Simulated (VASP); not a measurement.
# CaSe (P4/mmm) in VASP: further runs

The runs below take CaSe through single point, relaxation of cell and atoms, with PBE.

Program: VASP 6.6.1. These are calculated values, not measurements. Logs are shortened: lines on timing, memory, paths and dates and some standing lists are left out, and cuts for length are marked.

### Step 1. The cell of the first run

The structure is tetragonal, space group P4/mmm (No. 123). The conventional cell has a = 5.738 Å, b = 5.738 Å, c = 5.261 Å, α = 90.00°, β = 90.00°, γ = 90.00°. Ca (site symmetry 4/mmm) has 2 Se at 2.63 Å within 3.5 Å. Within 3.5 Å of Se (site symmetry 4/mmm) lie 2 Ca at 2.63 Å.

The cell was generated, and may not be a known phase.

### Step 2. Single point, PBE

INCAR

```
PREC     = Accurate       # precision mode
ENCUT    = 520            # plane-wave cutoff, eV
EDIFF    = 1E-6           # SCF threshold, eV
ISMEAR   = 0              # smearing method
SIGMA    = 0.1            # smearing width, eV
LREAL    = F              # projectors in reciprocal space
LASPH    = T              # aspherical terms in the spheres
NELM     = 60             # most SCF steps
ALGO     = Normal         # electronic algorithm
ISIF     = 2              # what is computed and relaxed
LWAVE    = F              # write WAVECAR
LCHARG   = F              # write CHGCAR
GGA      = PE             # functional
NBANDS   = 15             # bands
```

KPOINTS

```
Automatic mesh
0
Gamma
  6 6 4
```

POSCAR

```
CaSe
1.0
    5.7377512689      0.0000000000      0.0000000000
    0.0000000000      5.7377512689      0.0000000000
    0.0000000000      0.0000000000      5.2607500010
Ca Se
1 1
Direct
    0.5000000000      0.5000000000      0.5053295255
    0.5000000000      0.5000000000      1.0053302645
```

Potentials or basis: VASP PAW PBE potentials, release 64 (Ca_sv, Se).

The run is started by

```console
$ cat potpaw_PBE.64/Ca_sv/POTCAR potpaw_PBE.64/Se/POTCAR > POTCAR
$ mpirun -np 1 vasp_std > vasp.out
```

OUTCAR:

```text
PREC = Accurate
   ENCUT = 520
   EDIFF = 1E-6
   ISMEAR = 0
   LREAL = F
   LASPH = T
   NELM = 60
   ISIF = 2
   GGA = PE

 ion  position               nearest neighbor table
   1  0.500  0.500  0.505-   2 2.63   2 2.63
   2  0.500  0.500  0.005-   1 2.63   1 2.63

  LATTYP: Found a simple tetragonal cell.
 ALAT       =     5.7377512689
 C/A-ratio  =     0.9168661649

  Lattice vectors:

 A1 = (   5.7377512689,   0.0000000000,   0.0000000000)
 A2 = (   0.0000000000,   5.7377512689,   0.0000000000)
 A3 = (   0.0000000000,   0.0000000000,   5.2607500010)

Analysis of symmetry for initial positions (statically):
=====================================================================
 Subroutine PRICEL returns:
 Original cell was already a primitive cell.

 Routine SETGRP: Setting up the symmetry group for a
 simple tetragonal supercell.

 Subroutine GETGRP returns: Found 16 space group operations
 (whereof  8 operations were pure point group operations)
 out of a pool of 16 trial point group operations.

The static configuration has the point symmetry C_4v.
 The point group associated with its full space group is D_4h.

Analysis of symmetry for dynamics (positions and initial velocities):
=====================================================================
 Subroutine PRICEL returns:
 Original cell was already a primitive cell.

 Routine SETGRP: Setting up the symmetry group for a
 simple tetragonal supercell.

 Subroutine GETGRP returns: Found 16 space group operations
 (whereof  8 operations were pure point group operations)
 out of a pool of 16 trial point group operations.

The dynamic configuration has the point symmetry C_4v.
 The point group associated with its full space group is D_4h.

 Subroutine INISYM returns: Found 16 space group operations
 (whereof  8 operations are pure point group operations),
 and found     1 'primitive' translations

----------------------------------------------------------------------------------------

                                     Primitive cell

  volume of cell :     173.1933

  direct lattice vectors                    reciprocal lattice vectors
     5.737751269  0.000000000  0.000000000     0.174284306  0.000000000  0.000000000
     0.000000000  5.737751269  0.000000000     0.000000000  0.174284306  0.000000000
     0.000000000  0.000000000  5.260750001     0.000000000  0.000000000  0.190086965

  length of vectors
     5.737751269  5.737751269  5.260750001     0.174284306  0.174284306  0.190086965

  position of ions in fractional coordinates (direct lattice)
     0.500000000  0.500000000  0.505329526
     0.500000000  0.500000000  0.005330265

  ion indices of the primitive-cell ions
   primitive index   ion index
[... 90 lines left out ...]
   EFERMI_NEDOS =   21; number of points for ismear=-14 and -15
   IALGO  =     38    algorithm
   IMIX   =      4    mixing-type and parameters
     AMIX     =   0.40;   BMIX     =  1.00
     AMIX_MAG =   1.60;   BMIX_MAG =  1.00
  volume/ion in A,a.u.               =      86.60       584.38
  Fermi-wavevector in a.u.,A,eV,Ry     =   0.740067  1.398524  7.451902  0.547699
  Thomas-Fermi vector in A             =   1.834381
   LORBIT       =      0    0 simple, 1 ext, 2 COOP (PROOUT), +10 PAW based schemes
   GGA     = PE    functional components
   LHFCALC =     F    Hartree Fock is set to
   AEXX    =    0.0000 exact exchange contribution
   IVDW    =     0    specifies the selected vdW correction
   LEPSILON=     F    determine dielectric tensor
   LRPA    =     F    only Hartree local field effects (RPA)
 non-spin polarized calculation
 Gauss-broadening in eV      SIGMA  =   0.10
  energy-cutoff  :      520.00
  volume of cell :      173.19
 maximum number of plane-waves:      4698
 NGX is ok and might be reduce to    48
   NGX = 21   NGY = 21   NGZ = 19

 number of electron      15.9999999 magnetization

 Free energy of the ion-electron system (eV)
  ---------------------------------------------------
  ext. energy  EPLUGINS =         0.00000000
  ---------------------------------------------------
  free energy    TOTEN  =        -6.83481176 eV

  energy without entropy =       -6.83481176  energy(sigma->0) =       -6.83481176

 E-fermi :  -1.8280     XC(G=0):  -4.3991

 val. band max:       -2.2856586459   @ k =   0.5000   0.0000   0.0000
 cond. band min:      -0.8690619912   @ k =   0.0000   0.0000   0.0000
 fundamental gap:      1.4165966547
 Fermi energy:        -1.8280285447

 k-point     1 :       0.0000    0.0000    0.0000
  band No.  band energies     occupation
      1     -43.2839      2.00000
      2     -24.4174      2.00000
      3     -24.4174      2.00000
      4     -24.1087      2.00000
      5     -12.7996      2.00000
      6      -2.6801      2.00000
      7      -2.3205      2.00000
      8      -2.3205      2.00000
      9      -0.8691      0.00000
     10       0.8728      0.00000
     11       1.2545      0.00000
     12       1.2545      0.00000
     13       1.4486      0.00000
     14       2.9551      0.00000
[... 401 lines left out ...]
      2     -24.4172      2.00000
      3     -24.4168      2.00000
      4     -24.1299      2.00000
      5     -12.4588      2.00000
      6      -4.2960      2.00000
      7      -2.8705      2.00000
      8      -2.6055      2.00000
      9       0.3341      0.00000
     10       1.0389      0.00000
     11       1.3714      0.00000
     12       1.5239      0.00000
     13       2.8530      0.00000
     14       2.8898      0.00000
     15       3.2780      0.00000

 [... further k-points ...]

------------------------ aborting loop because EDIFF is reached ----------------------------------------

  FORCE on cell =-STRESS in cart. coord.  units (eV):
  Direction    XX          YY          ZZ          XY          YZ          ZX
  --------------------------------------------------------------------------------------
  -------------------------------------------------------------------------------------
  Total        0.2491398      0.2491398      0.1541082      0.0000000      0.0000000      0.0000000
  in kB        2.3047434      2.3047434      1.4256246      0.0000000      0.0000000      0.0000000
  external PRESSURE =       2.0117038 kB  Pullay stress =       0.0000000 kB

 VOLUME and BASIS-vectors are now :
 -----------------------------------------------------------------------------
  energy-cutoff  :      520.00
  volume of cell :      173.19
      direct lattice vectors                 reciprocal lattice vectors
     5.737751269  0.000000000  0.000000000     0.174284306  0.000000000  0.000000000
     0.000000000  5.737751269  0.000000000     0.000000000  0.174284306  0.000000000
     0.000000000  0.000000000  5.260750001     0.000000000  0.000000000  0.190086965

 POSITION                                       TOTAL-FORCE (eV/Angst)
 -----------------------------------------------------------------------------------
      2.86888      2.86888      2.65841        -0.000000      0.000000     -0.000000
      2.86888      2.86888      0.02804         0.000000     -0.000000      0.000000
 -----------------------------------------------------------------------------------
    total drift:                                0.000000     -0.000000     -0.000907

  FREE ENERGIE OF THE ION-ELECTRON SYSTEM (eV)
  ---------------------------------------------------
  free  energy   TOTEN  =        -6.8348117590 eV

  energy  without entropy=       -6.8348117590  energy(sigma->0) =       -6.83481176
```

Run time: 2.1 min. Hardware: 1 thread of Oxide Virtual Turin-like, shared host; peak memory 0.29 GiB.

What came out:

| Quantity | Value |
| --- | --- |
| Free energy | -6.8348 eV |
| Pressure | 0.2 GPa |
| Band gap on the k mesh | 1.42 eV (least direct gap 1.45 eV) |

A k mesh can miss the band edges.

### Step 3. Single point, PBE

This run uses another cell than the first one.

INCAR

```
SYSTEM = CaSe
ALGO = Normal ; EDIFF = 1E-7
ENCUT = 520 ; GGA = PE
ISIF = 2 ; ISMEAR = 0
LASPH = .TRUE. ; LCHARG = .FALSE.
LREAL = .FALSE. ; LWAVE = .FALSE.
NBANDS = 15 ; NELM = 60
PREC = Accurate ; SIGMA = 0.02
```

KPOINTS

```
k-points
0
G
  4 4 6
  0 0 0
```

POSCAR

```
CaSe
1.0
    7.4167563155      0.0000000000      0.0000000000
    0.0000000000      7.4167563155      0.0000000000
    0.0000000000      0.0000000000      5.2772654045
Ca Se
1 1
Direct
    0.5000000000      0.5000000000      0.5000000000
    0.5000000000      0.5000000000      0.0000000000
```

Potentials or basis: VASP PAW PBE potentials, release 64 (Ca_sv, Se).

The run is started by

```console
$ cat potpaw_PBE.64/Ca_sv/POTCAR potpaw_PBE.64/Se/POTCAR > POTCAR
$ mpirun -np 1 vasp_std > vasp.out
```

Wall time 2.8 min (1 thread of Oxide Virtual Turin-like, shared host); peak memory 0.34 GiB.

Results (log left out):

- Free energy: -6.8995 eV
- Pressure: 0.0 GPa
- Band gap on the k mesh: 2.09 eV (least direct gap 2.10 eV)

Levels at points of the mesh, in eV from the valence-band top:
```tsv
k point	band 4	band 5	band 6	band 7	band 8	band 9	band 10	band 11	band 12	band 13
(0.00, 0.00, 0.00)	-21.66	-10.33	-0.21	-0.01	-0.01	2.09	3.53	3.66	3.66	3.74
(0.50, 0.00, 0.00)	-21.66	-10.33	-0.21	-0.07	0.00	2.40	3.64	3.66	3.68	3.70
(0.50, 0.50, 0.00)	-21.66	-10.33	-0.20	-0.06	-0.06	2.72	3.50	3.64	3.64	3.80
(0.00, 0.00, 0.50)	-21.68	-10.01	-1.83	-0.27	-0.27	2.71	3.74	3.85	4.56	4.88
(0.50, 0.00, 0.50)	-21.68	-10.00	-1.82	-0.30	-0.27	2.90	3.82	3.83	4.02	5.00
(0.50, 0.50, 0.50)	-21.68	-10.00	-1.82	-0.30	-0.30	3.10	3.75	3.89	4.21	4.21
```

A k mesh can miss the band edges.

### Step 4. Single point, PBE

This run uses another cell than the first one.

INCAR

```
SYSTEM = CaSe
PREC = Accurate
ENCUT = 520
EDIFF = 1E-6
ISMEAR = 0
SIGMA = 0.02
LREAL = .FALSE.
LASPH = .TRUE.
NELM = 80
ALGO = Normal
ISIF = 2
LWAVE = .FALSE.
LCHARG = .FALSE.
GGA = PE
NBANDS = 15
```

KPOINTS

```
Automatic mesh
0
G
  6 6 6
  0 0 0
```

POSCAR is that of step 3.

The run is started by

```console
$ cat potpaw_PBE.64/Ca_sv/POTCAR potpaw_PBE.64/Se/POTCAR > POTCAR
$ mpirun -np 1 vasp_std > vasp.out
```

Run time: 4 min. Hardware: 1 thread of Oxide Virtual Turin-like, shared host; peak memory 0.41 GiB.

Results (log left out):

- Free energy: -6.8995 eV
- Pressure: 0.0 GPa
- Band gap on the k mesh: 2.09 eV (least direct gap 2.10 eV)

Levels at points of the mesh, in eV from the valence-band top:
```
           k point  band 5  band 6  band 7  band 8  band 9  band 10  band 11  band 12
(0.00, 0.00, 0.00)  -10.33   -0.21   -0.01   -0.01    2.09     3.53     3.66     3.66
(0.50, 0.00, 0.00)  -10.33   -0.21   -0.07    0.00    2.40     3.64     3.66     3.67
(0.50, 0.50, 0.00)  -10.33   -0.20   -0.06   -0.06    2.72     3.50     3.64     3.64
(0.00, 0.00, 0.50)  -10.00   -1.83   -0.27   -0.27    2.71     3.74     3.85     4.56
(0.50, 0.00, 0.50)  -10.00   -1.82   -0.30   -0.27    2.90     3.82     3.83     4.02
(0.50, 0.50, 0.50)  -10.00   -1.82   -0.30   -0.30    3.10     3.75     3.89     4.21
```

A k mesh can miss the band edges.

### Step 5. Relaxation of cell and atoms, PBE

INCAR

```
SYSTEM = CaSe
  ALGO = Normal
  EDIFF = 1E-7
  EDIFFG = -0.01
  ENCUT = 600
  GGA = PE
  IBRION = 2
  ISIF = 3
  ISMEAR = 0
  LASPH = .True.
  LCHARG = .False.
  LREAL = .False.
  LWAVE = .False.
  NELM = 100
  NSW = 100
  PREC = Accurate
  SIGMA = 0.02
```

KPOINTS

```
k-points
0
Gamma
  6 6 6
  0 0 0
```

POSCAR

```
CaSe
1.0
    5.7377512689      0.0000000000      0.0000000000
    0.0000000000      5.7377512689      0.0000000000
    0.0000000000      0.0000000000      5.2607500010
Ca Se
1 1
Direct
    0.5000000000      0.5000000000      0.5000000000
    0.5000000000      0.5000000000      0.0000000000
```

The run is started by

```console
$ cat potpaw_PBE.64/Ca_sv/POTCAR potpaw_PBE.64/Se/POTCAR > POTCAR
$ mpirun -np 1 vasp_std > vasp.out
```

It took 47 min on 1 thread of Oxide Virtual Turin-like, shared host; peak memory 0.36 GiB.

It converged, with:

```yaml
Free_energy: -6.8950 eV
Relaxed_cell: a = 7.746 Å, b = 7.746 Å, c = 5.285 Å, α = 90.00°, β = 90.00°, γ = 90.00°
Space_group_after_relaxing_to_0.1_Å: P4/mmm (No. 123)
Energy_gained_by_relaxing: 28.7 meV/atom
Ionic_steps: 20
Pressure_after_relaxing: 0.0 GPa
Band_gap_on_the_k_mesh: 2.16 eV
```

Step by step:
```tsv
step	energy change (eV)	largest force (eV/Å)	pressure (GPa)	volume (Å³)
1	0.0000	0.0000	0.20	173.19
2	-0.0029	0.0000	0.07	175.95
3	-0.0043	0.0000	-0.14	180.82
4	-0.0049	0.0000	-0.14	181.28
5	-0.0065	0.0000	-0.14	182.65
6	-0.0097	0.0000	-0.15	185.40
7	-0.0154	0.0000	-0.16	190.96
8	-0.0248	0.0000	-0.18	202.34
9	-0.0375	0.0000	-0.21	226.13
10	-0.0475	0.0000	-0.24	277.78
11	-0.0314	0.0000	0.49	281.53
12	-0.0558	0.0000	0.02	279.24
13	-0.0558	0.0000	0.02	279.27
14	-0.0559	0.0000	0.02	280.04
15	-0.0561	0.0000	0.02	282.36
16	-0.0565	0.0000	0.02	287.04
17	-0.0571	0.0000	0.02	296.50
18	-0.0574	0.0000	0.02	315.89
19	-0.0572	0.0000	-0.04	319.50
20	-0.0574	0.0000	0.00	317.05
```

Final structure:
```yaml
crystal:
  lattice:
    - [7.74557, 0.00000, 0.00000]
    - [0.00000, 7.74557, 0.00000]
    - [0.00000, 0.00000, 5.28471]
  atoms:
    - { symbol: Ca, position: [0.50000, 0.50000, 0.50000] }
    - { symbol: Se, position: [0.50000, 0.50000, 0.00000] }
```

Levels at points of the mesh, in eV from the valence-band top:
```
           k point  band 5  band 6  band 7  band 8  band 9  band 10  band 11  band 12
(0.00, 0.00, 0.00)  -10.32   -0.21    0.00    0.00    2.16     3.55     3.66     3.66
(0.50, 0.00, 0.00)  -10.32   -0.21   -0.05    0.00    2.41     3.65     3.66     3.67
(0.50, 0.50, 0.00)  -10.32   -0.20   -0.04   -0.04    2.66     3.53     3.65     3.65
(0.00, 0.00, 0.50)  -10.00   -1.81   -0.26   -0.26    2.76     3.75     3.84     4.61
(0.50, 0.00, 0.50)  -10.00   -1.81   -0.28   -0.26    2.91     3.82     3.82     4.09
(0.50, 0.50, 0.50)  -10.00   -1.81   -0.28   -0.28    3.06     3.77     3.87     4.25
```

Caveat: the volume moved by over 15 % at a fixed basis, so the end points are rough; the relaxation moved the vacuum too, so the length across it says nothing of the material. A k mesh can miss the band edges.

(Part 1 of 2 ends here.)
